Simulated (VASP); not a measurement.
A run of VASP 6.6.1 is set up as follows.

File INCAR:

```
  PREC = Accurate
  ENCUT = 520
  EDIFF = 1E-6
  ISMEAR = 0
  SIGMA = 0.05
  LREAL = Auto
  LASPH = T
  NELM = 60
  ALGO = Normal
  ISIF = 2
  LWAVE = F
  LCHARG = F
  LDIPOL = T
  IDIPOL = 3
  DIPOL = 0.5 0.5 0.294
  GGA = CA
  NBANDS = 108
```

The input KPOINTS:

```
regular mesh
0
Gamma
  4 4 1
```

Contents of POSCAR:

```
HC20
1.0
    7.2015518731      0.0000000000      0.0000000000
   -3.3194130427      7.7907812636      0.0000000000
    0.0000000000      0.0000000000     22.7916832250
C H
40 2
Direct
    0.2501129010      0.1667043003      0.1755026147
    0.2501129010      0.6667043003      0.1755026147
    0.7501129009      0.1667043003      0.1755026147
    0.7501129009      0.6667043003      0.1755026147
    0.2498870990      0.3332956997      0.1755026147
    0.2498870990      0.8332956997      0.1755026147
    0.7498870990      0.3332956997      0.1755026147
    0.7498870990      0.8332956997      0.1755026147
    0.2501129010      0.4167043003      0.2291325538
    0.2501129010      0.9167043003      0.2291325538
    0.7501129009      0.4167043003      0.2291325538
    0.7501129009      0.9167043003      0.2291325538
    0.2498870990      0.0832956997      0.2291325538
    0.2498870991      0.5832956997      0.2291325538
    0.7498870990      0.0832956997      0.2291325538
    0.7498870990      0.5832956997      0.2291325538
    0.2500458055      0.1676520614      0.2827258575
    0.2500458055      0.6676520614      0.2827258575
    0.7500458055      0.1676520614      0.2827258575
    0.7500458055      0.6676520614      0.2827258575
    0.2499541945      0.3323479386      0.2827258575
    0.2499541945      0.8323479386      0.2827258575
    0.7499541945      0.3323479386      0.2827258575
    0.7499541945      0.8323479386      0.2827258575
    0.2500622594      0.4183368654      0.3365410697
    0.2500622594      0.9183368654      0.3365410697
    0.7500622594      0.4183368654      0.3365410697
    0.7500622594      0.9183368654      0.3365410697
    0.2499377406      0.0816631346      0.3365410697
    0.2499377406      0.5816631346      0.3365410697
    0.7499377406      0.0816631346      0.3365410697
    0.7499377406      0.5816631346      0.3365410697
    0.2501903787      0.1771682769      0.3857408485
    0.2501903787      0.6771682769      0.3857408485
    0.7501903787      0.1771682769      0.3857408485
    0.7501903787      0.6771682769      0.3857408485
    0.2498096213      0.3228317231      0.3857408485
    0.2498096213      0.8228317231      0.3857408485
    0.7498096213      0.3228317231      0.3857408485
    0.7498096213      0.8228317231      0.3857408485
    0.9998096213      0.2785497518      0.5436932017
    0.9998096213      0.3671136943      0.5436932017
```

Potentials or basis: VASP PAW LDA potentials, release 64 (C, H).

The run is started by

```sh
$ cat potpaw_LDA.64/C/POTCAR potpaw_LDA.64/H/POTCAR > POTCAR
$ mpirun -np 1 vasp_std > vasp.out
```

Question: Predict the largest force.

Answer: 6.948 eV/Å.

Forces on the atoms (eV/Å):
```
C   -2.684  6.313  1.103
C   -2.684  6.312  1.103
C   -2.684  6.313  1.103
C   -2.684  6.312  1.104
C    2.684 -6.313  1.103
C    2.684 -6.312  1.103
C    2.684 -6.313  1.103
C    2.684 -6.312  1.104
C   -0.174  0.415 -1.182
C   -0.174  0.415 -1.182
C   -0.174  0.414 -1.182
C   -0.174  0.414 -1.183
C    0.174 -0.414 -1.182
C    0.174 -0.415 -1.182
C    0.174 -0.414 -1.182
C    0.174 -0.415 -1.183
C    0.001 -0.011  0.010
C    0.001 -0.011  0.011
C    0.001 -0.011  0.009
C    0.001 -0.010  0.011
C   -0.001  0.010  0.010
C   -0.001  0.011  0.010
C   -0.001  0.011  0.009
C   -0.001  0.010  0.011
C   -0.011  0.049  0.013
C   -0.010  0.049  0.009
C   -0.009  0.047  0.011
C   -0.010  0.049  0.009
C    0.009 -0.046  0.009
C    0.010 -0.050  0.010
C    0.009 -0.047  0.012
C    0.010 -0.049  0.009
C    0.031 -0.054  0.064
C    0.031 -0.053  0.060
C    0.034 -0.052  0.064
C    0.032 -0.052  0.059
C   -0.034  0.051  0.062
C   -0.032  0.052  0.060
C   -0.031  0.054  0.063
C   -0.032  0.052  0.060
H    0.218 -0.507 -0.013
H   -0.217  0.508 -0.011
```
